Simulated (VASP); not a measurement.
# LaB6 (Pm-3m) in VASP: a series of runs, part 2 of 2

VASP 6.6.1. Earlier steps stand in the parts before.

**3. Relaxation of cell and atoms, r2SCAN**

This run uses another cell than the first one, of 10.26 Å³/atom, 1.003 times its volume.

POSCAR reads:

```
LaB6
1.0
    4.1570000000      0.0000000000      0.0000000000
    0.0000000000      4.1570000000      0.0000000000
    0.0000000000      0.0000000000      4.1570000000
La B
1 6
Direct
    0.0000000000      0.0000000000      0.0000000000
    0.1975000000      0.5000000000      0.5000000000
    0.5000000000      0.1975000000      0.5000000000
    0.8025000000      0.5000000000      0.5000000000
    0.5000000000      0.8025000000      0.5000000000
    0.5000000000      0.5000000000      0.1975000000
    0.5000000000      0.5000000000      0.8025000000
```

INCAR.step1 reads:

```
SYSTEM = LaB6
ALGO = Normal ; EDIFF = 1E-4
ENCUT = 600 ; GGA = PE
ISMEAR = 0 ; LASPH = .True.
LCHARG = .False. ; LREAL = .False.
LWAVE = .True. ; NELM = 60
PREC = Accurate ; SIGMA = 0.1
```

INCAR.step2 reads:

```
SYSTEM = LaB6
ALGO = Normal ; EDIFF = 1E-7
EDIFFG = -0.005 ; ENCUT = 600
IBRION = 2 ; ISIF = 3
ISMEAR = 0 ; ISTART = 1
LASPH = .True. ; LCHARG = .False.
LMIXTAU = .True. ; LREAL = .False.
LWAVE = .False. ; METAGGA = R2SCAN
NELM = 60 ; NSW = 100
PREC = Accurate ; SIGMA = 0.1
```

KPOINTS reads:

```
k-points
0
Gamma
  8 8 8
  0 0 0
```

Potentials or basis: VASP PAW PBE potentials, release 64 (La, B).

The run is started by

```console
cat potpaw_PBE.64/La/POTCAR potpaw_PBE.64/B/POTCAR > POTCAR
cp INCAR.step1 INCAR
mpirun -np 1 vasp_std > vasp.out
cp INCAR.step2 INCAR
mpirun -np 1 vasp_std > vasp.out
```

OUTCAR:

```text
SYSTEM = LaB6
   EDIFF = 1E-7
   EDIFFG = -0.005
   ENCUT = 600
   IBRION = 2
   ISIF = 3
   ISMEAR = 0
   ISTART = 1
   LASPH = .True.
   LREAL = .False.
   METAGGA = R2SCAN
   NELM = 60
   NSW = 100
   PREC = Accurate

 ion  position               nearest neighbor table
   1  0.000  0.000  0.000-
   2  0.197  0.500  0.500-   4 1.64   3 1.78   5 1.78   6 1.78   7 1.78
   3  0.500  0.197  0.500-   5 1.64   4 1.78   2 1.78   6 1.78   7 1.78
   4  0.803  0.500  0.500-   2 1.64   3 1.78   5 1.78   6 1.78   7 1.78
   5  0.500  0.803  0.500-   3 1.64   2 1.78   4 1.78   6 1.78   7 1.78
   6  0.500  0.500  0.197-   7 1.64   3 1.78   4 1.78   5 1.78   2 1.78
   7  0.500  0.500  0.803-   6 1.64   3 1.78   4 1.78   5 1.78   2 1.78

  LATTYP: Found a simple cubic cell.
 ALAT       =     4.1570000000

  Lattice vectors:

 A1 = (   4.1570000000,   0.0000000000,   0.0000000000)
 A2 = (   0.0000000000,   4.1570000000,   0.0000000000)
 A3 = (   0.0000000000,   0.0000000000,   4.1570000000)

Analysis of symmetry for initial positions (statically):
=====================================================================
 Subroutine PRICEL returns:
 Original cell was already a primitive cell.
[... 189 lines left out ...]
  -------------------------------------------------------------------------------------
  Total       -0.4845555     -0.4845555     -0.4845555     -0.0000000     -0.0000000      0.0000000
  in kB      -10.8072214    -10.8072214    -10.8072214     -0.0000000     -0.0000000      0.0000000
  external PRESSURE =     -10.8072214 kB  Pullay stress =       0.0000000 kB
[... 69 lines left out ...]
--------------------------------------- Ionic step        3  -------------------------------------------

 number of electron      29.0000000 magnetization

 Free energy of the ion-electron system (eV)
  ---------------------------------------------------
  ext. energy  EPLUGINS =         0.00000000
  ---------------------------------------------------
  free energy    TOTEN  =       -78.23102585 eV

  energy without entropy =      -78.22730933  energy(sigma->0) =      -78.22916759

 E-fermi :   8.7272     XC(G=0): -11.9420

 val. band max:        8.6023024219   @ k =   0.3750   0.2500   0.1250
 cond. band min:       8.7374555749   @ k =   0.2500   0.2500   0.0000
 fundamental gap:      0.1351531530
 Fermi energy:         8.7272275063

 k-point     1 :       0.0000    0.0000    0.0000
  band No.  band energies     occupation
      1     -25.6386      2.00000
      2      -8.9366      2.00000
      3      -8.9366      2.00000
      4      -8.9366      2.00000
      5      -7.8429      2.00000
      6       0.3540      2.00000
[... 481 lines left out ...]
      5      -7.1512      2.00000
      6      -1.6440      2.00000
[... 10 lines left out ...]
     17      10.8868      0.00000
     18      10.9009      0.00000

 [... further k-points ...]

------------------------ aborting loop because EDIFF is reached ----------------------------------------

  FORCE on cell =-STRESS in cart. coord.  units (eV):
  Direction    XX          YY          ZZ          XY          YZ          ZX
  --------------------------------------------------------------------------------------
  -------------------------------------------------------------------------------------
  Total       -0.0347373     -0.0347373     -0.0347373      0.0000000      0.0000000      0.0000000
  in kB       -0.7772665     -0.7772665     -0.7772665      0.0000000      0.0000000      0.0000000
  external PRESSURE =      -0.7772665 kB  Pullay stress =       0.0000000 kB
[... 22 lines left out ...]
  FREE ENERGIE OF THE ION-ELECTRON SYSTEM (eV)
  ---------------------------------------------------
  free  energy   TOTEN  =       -78.2310258545 eV

  energy  without entropy=      -78.2273093300  energy(sigma->0) =      -78.22916759

 reached required accuracy - stopping structural energy minimisation
```

OSZICAR.step1:

```text
N       E                     dE             d eps       ncg     rms          rms(c)
DAV:   1     0.243158577237E+03    0.24316E+03   -0.12388E+04  1276   0.229E+03
DAV:   2    -0.896265556189E+01   -0.25212E+03   -0.24170E+03  1676   0.336E+02
DAV:   3    -0.511220373077E+02   -0.42159E+02   -0.35844E+02  1888   0.183E+02
DAV:   4    -0.532745865338E+02   -0.21525E+01   -0.21418E+01  2302   0.382E+01
DAV:   5    -0.533530829249E+02   -0.78496E-01   -0.77866E-01  1928   0.588E+00    0.903E+00
DAV:   6    -0.493861507504E+02    0.39669E+01   -0.10461E+01  1846   0.206E+01    0.460E+00
DAV:   7    -0.490812645782E+02    0.30489E+00   -0.41419E+00  2200   0.127E+01    0.189E+00
DAV:   8    -0.491710437781E+02   -0.89779E-01   -0.21515E+00  2192   0.149E+01    0.135E+00
DAV:   9    -0.490621856278E+02    0.10886E+00   -0.29274E-01  2094   0.489E+00    0.661E-01
DAV:  10    -0.490445405268E+02    0.17645E-01   -0.23206E-01  2212   0.429E+00    0.158E-01
DAV:  11    -0.490444021432E+02    0.13838E-03   -0.95648E-03  1968   0.913E-01    0.108E-01
DAV:  12    -0.490440890273E+02    0.31312E-03   -0.10761E-03  2152   0.308E-01    0.581E-02
DAV:  13    -0.490439296484E+02    0.15938E-03   -0.12588E-03  1958   0.338E-01    0.574E-03
DAV:  14    -0.490439337098E+02   -0.40614E-05   -0.39435E-05  1030   0.673E-02
   1 F= -.49043934E+02 E0= -.49041755E+02  d E =-.435805E-02
```

It took 16 min on 1 thread of AMD EPYC 7R13 (Zen 3), shared host; peak memory 0.24 GiB.

What came out:

| Quantity | Value |
| --- | --- |
| Free energy | -78.2310 eV |
| Relaxed volume | 10.23 Å³/atom |
| Relaxed cell | a = 4.153 Å, b = 4.153 Å, c = 4.153 Å, α = 90.00°, β = 90.00°, γ = 90.00° |
| Space group after relaxing (to 0.05 Å) | Pm-3m (No. 221) |
| Energy gained by relaxing | 3.0 meV/atom |
| Ionic steps | 3 |
| Pressure after relaxing | -0.1 GPa |

Step by step:
| step | energy change (eV) | largest force (eV/Å) | pressure (GPa) | volume (Å³) |
| --- | --- | --- | --- | --- |
| 1 | 0.0000 | 0.6603 | -1.08 | 71.84 |
| 2 | 0.0738 | 1.4102 | 2.72 | 71.12 |
| 3 | -0.0211 | 0.0005 | -0.08 | 71.60 |

Final structure:
```yaml
crystal:
  lattice:
    - [4.15252, 0.00000, 0.00000]
    - [0.00000, 4.15252, 0.00000]
    - [0.00000, 0.00000, 4.15252]
  atoms:
    - { symbol: La, position: [0.00000, 0.00000, 0.00000] }
    - { symbol: B, position: [0.19995, 0.50000, 0.50000] }
    - { symbol: B, position: [0.50000, 0.19995, 0.50000] }
    - { symbol: B, position: [0.80005, 0.50000, 0.50000] }
    - { symbol: B, position: [0.50000, 0.80005, 0.50000] }
    - { symbol: B, position: [0.50000, 0.50000, 0.19995] }
    - { symbol: B, position: [0.50000, 0.50000, 0.80005] }
```

Caveat: the PAW data sets were made with another functional, which shifts forces and pressure a little; spin-orbit coupling is left out, which moves the levels of the heavy elements.
